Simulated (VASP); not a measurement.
Wanted: the native input for a VASP 6.6.1 run.

* Task: single point
* Functional: PBEsol
* Potentials or basis: VASP PAW PBE potentials, release 64 (Li_sv, Mg)
* Cutoff: 520 eV
* k mesh: 8 × 8 × 2
* Occupations: fermi-dirac, width 0.05 eV
* Spin: no spin polarisation
* Dipole correction: no
* Further INCAR settings: ALGO = Normal; EDIFF = 1e-06; NBANDS = 16

The structure of LiMg lies in POSCAR:

```
LiMg
1.0
    3.1567003668      0.0000000000      0.0000000000
   -1.5783501834      2.7337829348      0.0000000000
    0.0000000000      0.0000000000     15.2989579532
Li Mg
3 3
Direct
    0.0000000000      0.0000000000      0.6659980000
    0.6666666667      0.3333333333      0.5000000000
    0.0000000000      0.0000000000      0.3340020000
    0.0000000000      0.0000000000      0.0000000000
    0.6666666667      0.3333333333      0.8292540000
    0.6666666667      0.3333333333      0.1707460000
```

These files were run (other wordings do the same):

INCAR

```
SYSTEM = LiMg
ALGO = Normal ; EDIFF = 1E-6
ENCUT = 520 ; GGA = PS
ISIF = 2 ; ISMEAR = -1
LASPH = .TRUE. ; LCHARG = .FALSE.
LREAL = .FALSE. ; LWAVE = .FALSE.
NBANDS = 16 ; NELM = 100
PREC = Accurate ; SIGMA = 0.05
```

KPOINTS

```
k-points
0
G
  8 8 2
  0 0 0
```

Potentials or basis: VASP PAW PBE potentials, release 64 (Li_sv, Mg).

Command:

```sh
$ cat potpaw_PBE.64/Li_sv/POTCAR potpaw_PBE.64/Mg/POTCAR > POTCAR
$ mpirun -np 1 vasp_std > vasp.out
```

Results of the run:

The largest force is 0.058 eV/Å.

Caveat: the PAW data sets were made with another functional, which shifts forces and pressure a little.

Run time: 110 s on 1 thread of AMD EPYC 7R13, on a shared host, peak memory 0.21 GiB.
